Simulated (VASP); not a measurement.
Write the native input for VASP 6.6.1 that does the following.

| Item | Value |
| --- | --- |
| Task | single point |
| Functional | PBE |
| Potentials or basis | VASP PAW PBE potentials, release 64 (Hf_pv, O) |
| Cutoff | 520 eV |
| k mesh | 5 × 5 × 5 |
| Occupations | fermi-dirac, width 0.05 eV |
| Spin | no spin polarisation |
| Dipole correction | no |
| Further INCAR settings | ALGO = Normal; EDIFF = 1e-06; NBANDS = 18 |

The structure of HfO2 lies in POSCAR:

```
HfO2
1.0
    0.0000000000      2.5575000000      2.5575000000
    2.5575000000      0.0000000000      2.5575000000
    2.5575000000      2.5575000000      0.0000000000
Hf O
1 2
Direct
    0.0000000000      0.0000000000      0.0000000000
    0.7500000000      0.7500000000      0.7500000000
    0.2500000000      0.2500000000      0.2500000000
```

These files were run (other wordings do the same):

INCAR

```
SYSTEM = HfO2
PREC = Accurate
ENCUT = 520
EDIFF = 1E-6
ISMEAR = -1
SIGMA = 0.05
LREAL = .False.
LASPH = .True.
NELM = 100
ALGO = Normal
ISIF = 2
LWAVE = .False.
LCHARG = .False.
GGA = PE
NBANDS = 18
```

KPOINTS

```
Automatic mesh
0
Gamma
  5 5 5
  0 0 0
```

Potentials or basis: VASP PAW PBE potentials, release 64 (Hf_pv, O).

Run with:

```console
$ cat potpaw_PBE.64/Hf_pv/POTCAR potpaw_PBE.64/O/POTCAR > POTCAR
$ mpirun -np 1 vasp_std > vasp.out
```

Results of the run:

```yaml
Pressure: -6.0 GPa
Band_gap_on_the_k_mesh: 4.01 eV (least direct gap 4.33 eV)
```

Caveat: the k points lie up to 0.43 Å⁻¹ apart; spin-orbit coupling is left out, which moves the levels of the heavy elements; an odd mesh through Γ misses points on the zone boundary, where band edges can lie.

It took 15 s on 1 thread of Intel Xeon 8259CL (shared host), peak memory 0.16 GiB.
